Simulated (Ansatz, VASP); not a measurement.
One calculation of KI, two programs

Contents of POSCAR:

```
KI
1.0
    0.0000000000      3.5810736199      3.5810736199
    3.5810736199      0.0000000000      3.5810736199
    3.5810736199      3.5810736199      0.0000000000
K I
1 1
Direct
    0.0000000000      0.0000000000      0.0000000000
    0.5000000000      0.5000000000      0.5000000000
```

The input INCAR.step1:

```
SYSTEM = KI
ALGO = Normal
EDIFF = 1E-4
ENCUT = 520
GGA = PE
ISMEAR = 0
LASPH = .True.
LCHARG = .False.
LREAL = .False.
LWAVE = .True.
NBANDS = 15
NELM = 100
PREC = Accurate
SIGMA = 0.02
```

File INCAR.step2:

```
SYSTEM = KI
ALGO = Normal
EDIFF = 1E-7
ENCUT = 520
ISIF = 2
ISMEAR = 0
ISTART = 1
LASPH = .True.
LCHARG = .False.
LMIXTAU = .True.
LREAL = .False.
LWAVE = .False.
METAGGA = R2SCAN
NBANDS = 15
NELM = 100
PREC = Accurate
SIGMA = 0.02
```

File KPOINTS:

```
k-points
0
Gamma
  6 6 6
  0 0 0
```

Input for Ansatz:

```yaml
crystal:
  lattice:
    - [0.0, 3.5810736199, 3.5810736199]
    - [3.5810736199, 0.0, 3.5810736199]
    - [3.5810736199, 3.5810736199, 0.0]
  atoms:
    - { symbol: K, position: [0.0, 0.0, 0.0] }
    - { symbol: I, position: [0.5, 0.5, 0.5] }
basis:
  ecutwfc: 500
kpoints:
  mp_grid: { grid: [6, 6, 6] }
hamiltonian:
  xc: r2scan
scf:
  occupations: { method: gaussian, width: 0.02 }
output:
  forces: true
  stress: true
  eigenvalues: true
  write_density: true
  write_potential: true
  elf: true
  volumetric_format: npy
```

Alike in both runs: task single point; functional r2SCAN; k mesh 6 × 6 × 6; occupations gaussian, width 0.02 eV; no spin polarisation.

|  | VASP | Ansatz |
| --- | --- | --- |
| version | VASP 6.6.1 | Ansatz 0.2.0 |
| potentials or method | VASP PAW PBE potentials, release 64 (K_sv, I), cutoff 520 eV | scalar-relativistic, plane waves, PAW |
| valence electrons in the cell | 16 | 26 |

|  | VASP | Ansatz | Ansatz less VASP |
| --- | --- | --- | --- |
| gap on the k mesh at the Fermi level (eV) | 4.51 | 4.51 | +0.003 |
| least direct gap on the mesh (eV) | 4.51 | 4.51 | +0.003 |
| pressure (GPa) | -0.3 | -0.3 | 0.00 |

VASP's potentials were made for PBE, not for r2SCAN. With one functional, cell and mesh, what is left measures potentials, basis and numerics. VASP's potentials hold 16 valence electrons a cell and Ansatz's 26, so a difference there can come from the potentials and not from the codes.

Spin-orbit coupling is off throughout.
